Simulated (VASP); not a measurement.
# ZnO (P6_3/mmc) in VASP: single point with PBEsol

Aim: the single point of ZnO with PBEsol.

Program: VASP 6.6.1. These are calculated values, not measurements. Logs are shortened: lines on timing, memory, paths and dates and some standing lists are left out, and cuts for length are marked.

## (1) The cell of the first run

It takes space group P6_3/mmc (No. 194, hexagonal). The conventional cell has a = 3.420 Å, b = 3.420 Å, c = 4.456 Å, α = 90.00°, β = 90.00°, γ = 120.00°. Within 2.6 Å of Zn (site symmetry -6m2) lie 5 O at 1.97 to 2.23 Å. O (site symmetry -6m2) has 5 Zn at 1.97 to 2.23 Å within 2.6 Å.

## (2) Single point, PBEsol

File INCAR:

```
ALGO = Normal ; EDIFF = 1E-6
ENCUT = 600 ; GGA = PS
GGA_COMPAT = False ; ISIF = 2
ISMEAR = 0 ; LASPH = True
LCHARG = True ; LELF = True
LREAL = False ; LVHAR = True
LWAVE = False ; NBANDS = 26
NELM = 120 ; PREC = Accurate
SIGMA = 0.02
```

File KPOINTS:

```
k-points
0
Gamma
  6 6 2
```

File POSCAR:

```
ZnO
1.0
    3.4198897688      0.0000000000      0.0000000000
   -1.7099448844      2.9617114179      0.0000000000
    0.0000000000      0.0000000000      4.4564985856
Zn O
2 2
Direct
    0.3333333333      0.6666666667      0.0000000000
    0.6666666667      0.3333333333      0.5000000000
    0.3333333333      0.6666666667      0.5000000000
    0.6666666667      0.3333333333      1.0000000000
```

Potentials or basis: VASP PAW PBE potentials, release 64 (Zn, O).

On the command line:

```bash
> cat potpaw_PBE.64/Zn/POTCAR potpaw_PBE.64/O/POTCAR > POTCAR
> mpirun -np 1 vasp_std > vasp.out
```

OUTCAR:

```text
EDIFF = 1E-6
   ENCUT = 600
   GGA = PS
   ISIF = 2
   ISMEAR = 0
   LASPH = True
   LREAL = False
   NELM = 120
   PREC = Accurate

 ion  position               nearest neighbor table
   1  0.333  0.667  0.000-   4 1.97   4 1.97   4 1.97   3 2.23   3 2.23   2 2.98   2 2.98   2 2.98
                             2 2.98   2 2.98   2 2.98
   2  0.667  0.333  0.500-   3 1.97   3 1.97   3 1.97   4 2.23   4 2.23   1 2.98   1 2.98   1 2.98
                             1 2.98   1 2.98   1 2.98
   3  0.333  0.667  0.500-   2 1.97   2 1.97   2 1.97   1 2.23   1 2.23
   4  0.667  0.333  0.000-   1 1.97   1 1.97   1 1.97   2 2.23   2 2.23

  LATTYP: Found a hexagonal cell.
 ALAT       =     3.4198897688
 C/A-ratio  =     1.3031117629

  Lattice vectors:

 A1 = (   3.4198897688,   0.0000000000,   0.0000000000)
 A2 = (  -1.7099448844,   2.9617114179,   0.0000000000)
 A3 = (   0.0000000000,   0.0000000000,   4.4564985856)

Analysis of symmetry for initial positions (statically):
=====================================================================
 Subroutine PRICEL returns:
 Original cell was already a primitive cell.

 Routine SETGRP: Setting up the symmetry group for a
 hexagonal supercell.

 Subroutine GETGRP returns: Found 24 space group operations
 (whereof 12 operations were pure point group operations)
 out of a pool of 24 trial point group operations.

The static configuration has the point symmetry D_3h.
 The point group associated with its full space group is D_6h.

Analysis of symmetry for dynamics (positions and initial velocities):
=====================================================================
 Subroutine PRICEL returns:
 Original cell was already a primitive cell.

 Routine SETGRP: Setting up the symmetry group for a
 hexagonal supercell.

 Subroutine GETGRP returns: Found 24 space group operations
 (whereof 12 operations were pure point group operations)
 out of a pool of 24 trial point group operations.

The dynamic configuration has the point symmetry D_3h.
 The point group associated with its full space group is D_6h.

 Subroutine INISYM returns: Found 24 space group operations
 (whereof 12 operations are pure point group operations),
 and found     1 'primitive' translations

----------------------------------------------------------------------------------------
[... 83 lines left out ...]
   LASPH  =      T    aspherical Exc in radial PAW
   ENCUT  =  600.0 eV  44.10 Ry    6.64 a.u.   6.83  6.83  8.90*2*pi/ulx,y,z
   NELM   =    120;   NELMIN=  2; NELMDL= -5     # of ELM steps
   EDIFF  = 0.1E-05   stopping-criterion for ELM
   LREAL  =      F    real-space projection
   EDIFFG = 0.1E-04   stopping-criterion for IOM
   NSW    =      0    number of steps for IOM
   IBRION =     -1    ionic relax: 0-MD 1-quasi-New 2-CG
   NFREE  =      0    steps in history (QN), initial steepest desc. (CG)
   ISIF   =      2    stress and relaxation
   ISYM   =      2    0-nonsym 1-usesym 2-fastsym
   POTIM  = 0.5000    time-step for ionic-motion
   TEBEG  =    0.0;   TEEND  =   0.0 temperature during run
   PSTRESS=    0.0 pullay stress
   NELECT =      36.0000    total number of electrons
   NUPDOWN=      -1.0000    fix difference up-down
   EMIN   =  10.00;   EMAX   =-10.00  energy-range for DOS
   EFERMI =   0.00;   METHOD = LEGACY
   ISMEAR =     0;   SIGMA  =   0.02  broadening in eV -4-tet -1-fermi 0-gaus
   EFERMI_NEDOS =   21; number of points for ismear=-14 and -15
   IALGO  =     38    algorithm
   IMIX   =      4    mixing-type and parameters
     AMIX     =   0.40;   BMIX     =  1.00
     AMIX_MAG =   1.60;   BMIX_MAG =  1.00
  volume/ion in A,a.u.               =      11.28        76.15
  Fermi-wavevector in a.u.,A,eV,Ry     =   1.518190  2.868963 31.360080  2.304901
  Thomas-Fermi vector in A             =   2.627344
   LORBIT       =      0    0 simple, 1 ext, 2 COOP (PROOUT), +10 PAW based schemes
   GGA     = PS    functional components
   LHFCALC =     F    Hartree Fock is set to
   AEXX    =    0.0000 exact exchange contribution
   IVDW    =     0    specifies the selected vdW correction
   LEPSILON=     F    determine dielectric tensor
   LRPA    =     F    only Hartree local field effects (RPA)
 non-spin polarized calculation
 Gauss-broadening in eV      SIGMA  =   0.02
  energy-cutoff  :      600.00
  volume of cell :       45.14
 maximum number of plane-waves:      1518
 NGX is ok and might be reduce to    28
   NGX = 13   NGY = 13   NGZ = 17

 number of electron      36.0000014 magnetization

 Free energy of the ion-electron system (eV)
  ---------------------------------------------------
  ext. energy  EPLUGINS =         0.00000000
  ---------------------------------------------------
  free energy    TOTEN  =       -19.17602042 eV

  energy without entropy =      -19.17602042  energy(sigma->0) =      -19.17602042

 E-fermi :   1.4855     XC(G=0): -11.4972

 val. band max:        1.3802329146   @ k =   0.3333   0.3333   0.5000
 cond. band min:       2.2651663275   @ k =   0.0000   0.0000   0.0000
 fundamental gap:      0.8849334129
 Fermi energy:         1.4854623656

 k-point     1 :       0.0000    0.0000    0.0000
  band No.  band energies     occupation
      1     -16.7684      2.00000
      2     -15.5139      2.00000
      3      -4.4595      2.00000
      4      -4.4595      2.00000
      5      -4.3274      2.00000
      6      -4.3274      2.00000
[... 395 lines left out ...]
     25      16.3572      0.00000
     26      16.3572      0.00000

------------------------ aborting loop because EDIFF is reached ----------------------------------------

  FORCE on cell =-STRESS in cart. coord.  units (eV):
  Direction    XX          YY          ZZ          XY          YZ          ZX
  --------------------------------------------------------------------------------------
  -------------------------------------------------------------------------------------
  Total        0.2976068      0.2976068      0.1613445      0.0000000     -0.0000000      0.0000000
  in kB       10.5634261     10.5634261      5.7268560      0.0000000     -0.0000000      0.0000000
  external PRESSURE =       8.9512361 kB  Pullay stress =       0.0000000 kB

 VOLUME and BASIS-vectors are now :
 -----------------------------------------------------------------------------
  energy-cutoff  :      600.00
  volume of cell :       45.14
      direct lattice vectors                 reciprocal lattice vectors
     3.419889769  0.000000000  0.000000000     0.292407085  0.168821310  0.000000000
    -1.709944884  2.961711418  0.000000000     0.000000000  0.337642619  0.000000000
     0.000000000  0.000000000  4.456498586     0.000000000  0.000000000  0.224391410

 POSITION                                       TOTAL-FORCE (eV/Angst)
 -----------------------------------------------------------------------------------
     -0.00000      1.97447      0.00000        -0.000000     -0.000000      0.000000
      1.70994      0.98724      2.22825         0.000000     -0.000000      0.000000
     -0.00000      1.97447      2.22825         0.000000      0.000000      0.000000
      1.70994      0.98724      0.00000        -0.000000     -0.000000      0.000000
 -----------------------------------------------------------------------------------
    total drift:                               -0.000000      0.000000     -0.000000

  FREE ENERGIE OF THE ION-ELECTRON SYSTEM (eV)
  ---------------------------------------------------
  free  energy   TOTEN  =       -19.1760204175 eV

  energy  without entropy=      -19.1760204175  energy(sigma->0) =      -19.17602042
```

OSZICAR:

```text
N       E                     dE             d eps       ncg     rms          rms(c)
DAV:   1     0.306528110427E+03    0.30653E+03   -0.19618E+04   728   0.224E+03
DAV:   2     0.112275284365E+02   -0.29530E+03   -0.27658E+03   770   0.433E+02
DAV:   3    -0.212889901818E+02   -0.32517E+02   -0.32041E+02   806   0.144E+02
DAV:   4    -0.219488703065E+02   -0.65988E+00   -0.65810E+00   768   0.206E+01
DAV:   5    -0.219522661723E+02   -0.33959E-02   -0.33958E-02   780   0.154E+00    0.137E+01
DAV:   6    -0.190629177638E+02    0.28893E+01   -0.56292E+00  1158   0.608E+01    0.902E+00
DAV:   7    -0.192270868825E+02   -0.16417E+00   -0.25421E+00   764   0.157E+01    0.538E+00
DAV:   8    -0.192160536902E+02    0.11033E-01   -0.44337E-01   974   0.628E+00    0.155E+00
DAV:   9    -0.191747153212E+02    0.41338E-01   -0.74166E-02  1028   0.526E+00    0.345E-01
DAV:  10    -0.191759447233E+02   -0.12294E-02   -0.29768E-02   736   0.118E+00    0.105E-01
DAV:  11    -0.191759949939E+02   -0.50271E-04   -0.60484E-04   776   0.276E-01    0.248E-02
DAV:  12    -0.191760239475E+02   -0.28954E-04   -0.36624E-05   858   0.107E-01    0.211E-02
DAV:  13    -0.191760208710E+02    0.30765E-05   -0.11411E-05   896   0.769E-02    0.770E-03
DAV:  14    -0.191760204175E+02    0.45343E-06   -0.52455E-06   726   0.278E-02
   1 F= -.19176020E+02 E0= -.19176020E+02  d E =-.595069E-15
```

Run time: 9.6 s. Hardware: 1 thread of Intel Xeon 6975P-C (Granite Rapids), shared host; peak memory 0.17 GiB.

What came out:

| Item | Value |
| --- | --- |
| Free energy | -19.1760 eV |
| Pressure | 0.9 GPa |
| Band gap on the k mesh | 0.89 eV (least direct gap 0.97 eV) |

Caveat: the k points lie up to 0.70 Å⁻¹ apart; the PAW data sets were made with another functional, which shifts forces and pressure a little. A k mesh can miss the band edges.
